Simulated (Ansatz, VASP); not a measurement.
## One calculation of Os3Pd, two programs

```
CELL_PARAMETERS angstrom
3.86531 0.00000 0.00000
0.00000 3.86531 0.00000
0.00000 0.00000 3.86531
ATOMIC_POSITIONS crystal
Pd 0.00000 0.00000 0.00000
Os 0.00000 0.50000 0.50000
Os 0.50000 0.00000 0.50000
Os 0.50000 0.50000 0.00000
```

Alike in both runs: functional PBE; k mesh 12 × 12 × 12; occupations gaussian, width 0.1 eV; no spin polarisation.

Ansatz relaxed the structure, and its values are those at the end. VASP's run is a single point on that final structure, the one shown.

|  | VASP | Ansatz |
| --- | --- | --- |
| version | VASP 6.6.1 | Ansatz 0.2.0 |
| potentials or method | VASP PAW PBE potentials, release 64 (Pd, Os), cutoff 520 eV | scalar-relativistic, plane waves, PAW |
| valence electrons in the cell | 34 | 66 |

|  | VASP | Ansatz | Ansatz less VASP |
| --- | --- | --- | --- |
| gap on the k mesh at the Fermi level (eV) | none | none | - |
| pressure (GPa) | -0.3 | 0.0 | +0.32 |

A gap of «none» marks a metal or a gap that the smearing closes. VASP's potentials hold 34 valence electrons a cell and Ansatz's 66, so a difference there can come from the potentials and not from the codes.

Neither program's run includes spin-orbit coupling.
